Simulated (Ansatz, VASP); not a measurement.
# Ti: VASP beside Ansatz

INCAR

```
  ALGO = Normal
  EDIFF = 1E-6
  ENCUT = 520
  GGA = PE
  ISIF = 2
  ISMEAR = -1
  LASPH = T
  LCHARG = F
  LREAL = F
  LWAVE = F
  NBANDS = 19
  NELM = 100
  PREC = Accurate
  SIGMA = 0.08
```

Contents of KPOINTS:

```
k-points
0
Gamma
  13 13 7
```

POSCAR

```
Ti
1.0
    2.9499978604      0.0000000000      0.0000000000
   -1.4749989302      2.5547730882      0.0000000000
    0.0000000000      0.0000000000      4.7797200000
Ti
2
Direct
    0.3333333333      0.6666666667      0.2500000000
    0.6666666667      0.3333333333      0.7500000000
```

Input for Ansatz:

```yaml
crystal:
  lattice:
    - [2.9499978604, 0.0, 0.0]
    - [-1.4749989302, 2.5547730882, 0.0]
    - [0.0, 0.0, 4.77972]
  atoms:
    - { symbol: Ti, position: [0.3333333333, 0.6666666667, 0.25] }
    - { symbol: Ti, position: [0.6666666667, 0.3333333333, 0.75] }
kpoints:
  mp_grid: { grid: [13, 13, 7] }
  band_path:
    path:
      - [0.0, 0.0, 0.0]
      - [0.5, 0.0, 0.0]
      - [0.3333333333, 0.3333333333, 0.0]
      - [0.0, 0.0, 0.0]
      - [0.0, 0.0, 0.5]
      - [0.5, 0.0, 0.5]
      - [0.3333333333, 0.3333333333, 0.5]
      - [0.0, 0.0, 0.5]
      - [0.5, 0.0, 0.5]
    npoints: 5
scf:
  occupations: { method: fermi_dirac, width: 0.08 }
hamiltonian:
  xc: pbe
  pseudopotentials: { kind: all_electron, lapw: { basis_error: 0.0005 } }
output:
  forces: true
  stress: true
  eigenvalues: true
```

Change from the starting cell: zz strain of +2 %.

Alike in both runs: task single point; functional PBE; k mesh 13 × 13 × 7; occupations fermi-dirac, width 0.08 eV; no spin polarisation.

|  | VASP | Ansatz |
| --- | --- | --- |
| version | VASP 6.6.1 | Ansatz 0.2.0 |
| potentials or method | VASP PAW PBE potentials, release 64 (Ti_sv), cutoff 520 eV | all-electron LAPW, scalar-relativistic |

```tsv
	VASP	Ansatz	Ansatz less VASP
pressure (GPa)	-3.8	-3.6	+0.19
traceless stress, the component that is largest in VASP (GPa)	-1.63	-1.64	-0.009
```

Ansatz ran all-electron here, and VASP with PAW potentials.
